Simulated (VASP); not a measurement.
A run of VASP 6.6.1 is set up as follows.

INCAR

```
ALGO = Normal
DIPOL = 0.5 0.5 0.347
EDIFF = 1E-7
ENCUT = 520
GGA = PE
IDIPOL = 3
ISIF = 2
ISMEAR = 0
ISPIN = 2
LASPH = T
LCHARG = F
LDIPOL = T
LMAXMIX = 4
LORBIT = 11
LREAL = F
LWAVE = F
MAGMOM = 0 0 0 1
NBANDS = 29
NELM = 150
PREC = Accurate
SIGMA = 0.1
```

KPOINTS

```
k-points
0
Gamma
  10 10 1
```

The input POSCAR:

```
Ta3H
1.0
    2.8743098520      0.0000000000      0.0000000000
   -0.9581032840      2.7099253168      0.0000000000
    0.0000000000      0.0000000000     21.5266897253
Ta H
3 1
Direct
    0.5000000000      0.5000000000      0.1858158431
    0.0000000000      0.0000000000      0.2909732295
    0.5000000000      0.5000000000      0.3960985100
    1.0000000000      1.0000000000      0.5154851892
```

Potentials or basis: VASP PAW PBE potentials, release 64 (Ta_pv, H).

Launch:

```bash
$ cat potpaw_PBE.64/Ta_pv/POTCAR potpaw_PBE.64/H/POTCAR > POTCAR
$ mpirun -np 1 vasp_std > vasp.out
```

Problem. Predict the site moments.

Solution. Ta -0.00, -0.02 (each value once); H +0.03 μB.

Problem. What does it give for the net moment?

Solution. 0.01 μB per cell.

Problem. Estimate the largest force.

Solution. 1.870 eV/Å.

Problem. Predict the band gap on the k mesh.

Solution. Zero (filled and empty bands overlap).

Forces on the atoms (eV/Å):
```
Ta   0.000  0.000  0.030
Ta   0.000  0.000 -0.222
Ta   0.000  0.000  1.870
H    0.000  0.000 -1.678
```

Caveat: spin-orbit coupling is left out, which moves the levels of the heavy elements.
